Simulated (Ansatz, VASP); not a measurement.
## Two plane-wave programs on Hg

```
CELL_PARAMETERS angstrom
0.00000 2.39191 2.39191
2.39191 0.00000 2.39191
2.39191 2.39191 0.00000
ATOMIC_POSITIONS crystal
Hg 0.00000 0.00000 0.00000
```

Alike in both runs: task single point; functional PBE; k mesh 8 × 8 × 8; occupations gaussian, width 0.1 eV; no spin polarisation; Hubbard terms Hg d U = 8.5 eV, J = 0.63 eV.

|  | VASP | Ansatz |
| --- | --- | --- |
| version | VASP 6.6.1 | Ansatz 0.2.0 |
| potentials or method | VASP PAW PBE potentials, release 64 (Hg_sv_GW), cutoff 500 eV | scalar-relativistic, plane waves, PAW |
| valence electrons in the cell | 20 | 20 |

|  | VASP | Ansatz | Ansatz less VASP |
| --- | --- | --- | --- |
| gap on the k mesh at the Fermi level (eV) | none | none | - |
| pressure (GPa) | 1.9 | 2.8 | +0.92 |

The programs project onto different local orbitals, so the same U acts differently, and such runs can settle in different states. A gap of «none» marks a metal or a gap that the smearing closes. Ansatz's warnings: filled band counts differ across k points.

Neither program's run includes spin-orbit coupling.
